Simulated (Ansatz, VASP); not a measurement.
Given: the input of a run of Ansatz 0.2.0 on Co.

File input.yaml:

```yaml
crystal:
  lattice:
    - [2.4705617809, 0.0, 0.0]
    - [-1.2352808904, 2.1395692639, 0.0]
    - [0.0, 0.0, 23.0882338]
  atoms:
    - { symbol: Co, position: [0.0, 0.0, 0.3248407854], spin: 2.0 }
    - { symbol: Co, position: [0.33333333, 0.66666666, 0.4124203927], spin: 2.0 }
    - { symbol: Co, position: [0.0, 0.0, 0.5], spin: 2.0 }
    - { symbol: Co, position: [0.66666667, 0.33333334, 0.5875796073], spin: 2.0 }
    - { symbol: Co, position: [0.0, 0.0, 0.6751592146], spin: 2.0 }
hamiltonian:
  xc: pbe
  pseudopotentials: { kind: paw }
magnetization:
  spin_polarized: true
kpoints:
  mp_grid: { grid: [12, 12, 1] }
scf:
  occupations: { method: fermi_dirac, width: 0.05 }
output:
  forces: true
  eigenvalues: true
efield:
  axis: 3
  dipole_correction: true
  ramp_width: 0.04
```

Potentials or basis: Ansatz PAW.

Run with:

```console
$ ansatz run input.yaml --threads 4 --pin off --max-ram 11264MiB --backend cpu --events-out ev --progress --plain --runs-dir out
```

Translate it to VASP 6.6.1. Potentials there: VASP PAW PBE potentials, release 64 (Co).

As run (the cutoff follows the program's own potentials):

File INCAR:

```
PREC = Accurate ; ENCUT = 520
EDIFF = 1E-7 ; ISMEAR = -1
SIGMA = 0.05 ; LREAL = False
LASPH = True ; NELM = 150
ALGO = Normal ; ISIF = 2
LWAVE = False ; LCHARG = False
ISPIN = 2 ; MAGMOM = 2 2 2 2 2
LORBIT = 11 ; LMAXMIX = 4
LDIPOL = True ; IDIPOL = 3
DIPOL = 0.5 0.5 0.500 ; GGA = PE
NBANDS = 34
```

KPOINTS

```
regular mesh
0
Gamma
  12 12 1
```

Contents of POSCAR:

```
Co
1.0
    2.4705617809      0.0000000000      0.0000000000
   -1.2352808904      2.1395692639      0.0000000000
    0.0000000000      0.0000000000     23.0882338000
Co
5
Direct
    0.0000000000      0.0000000000      0.3248407854
    0.3333333300      0.6666666600      0.4124203927
    0.0000000000      0.0000000000      0.5000000000
    0.6666666700      0.3333333400      0.5875796073
    0.0000000000      0.0000000000      0.6751592146
```

Potentials or basis: VASP PAW PBE potentials, release 64 (Co).

Run with:

```sh
$ cat potpaw_PBE.64/Co/POTCAR > POTCAR
$ mpirun -np 1 vasp_std > vasp.out
```

Both were run:

|  | VASP | Ansatz | Ansatz less VASP |
| --- | --- | --- | --- |
| gap on the k mesh at the Fermi level (eV) | none | none | - |
| rms of the force components (eV/Å) | 0.191 | 0.185 | -0.0060 |
| net moment per atom (μB) | 1.68 | 1.69 | +0.012 |
| size of the moment on the site where the two differ most (μB) | 1.68 | 1.75 | +0.065 |

Site moments also hang on the region over which each program counts them. Atom by atom the forces differ by 0.011 eV/Å (rms over components). A gap of «none» marks a metal or a gap that the smearing closes. VASP's potentials hold 45 valence electrons a cell and Ansatz's 85, so a difference there can come from the potentials and not from the codes.
